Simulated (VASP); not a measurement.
A run of VASP 6.6.1 is set up as follows.

File INCAR:

```
  PREC = Accurate
  ENCUT = 520
  EDIFF = 1E-6
  ISMEAR = 0
  SIGMA = 0.15
  LREAL = False
  LASPH = True
  NELM = 80
  ALGO = Fast
  ISIF = 2
  LWAVE = False
  LCHARG = False
  GGA = PS
  NBANDS = 18
```

The input KPOINTS:

```
Automatic mesh
0
Gamma
  20 20 18
```

File POSCAR:

```
Cu
1.0
    1.2815029451     -3.9594664907      0.0000000000
    1.2815029451      3.9594664907      0.0000000000
    0.0000000000      0.0000000000      2.4675572805
Cu
2
Direct
    0.1338543804      0.8661456196      0.2500000000
    0.8661456196      0.1338543804      0.7500000000
```

Potentials or basis: VASP PAW PBE potentials, release 64 (Cu).

Command:

```bash
$ cat potpaw_PBE.64/Cu/POTCAR > POTCAR
$ mpirun -np 1 vasp_std > vasp.out
```

(1) Predict the band gap on the k mesh.

(2) What does it give for the largest force?

(3) Predict the pressure.

Results:

(1) zero (bands 11 and 12 overlap by 5.34 eV).

(2) 0.202 eV/Å.

(3) -5.1 GPa.

Caveat: the cell differs from its parent crystal (normal strain along x +0.0550, normal strain along y +0.0000); the cell stands under tension; the PAW data sets were made with another functional, which shifts forces and pressure a little.
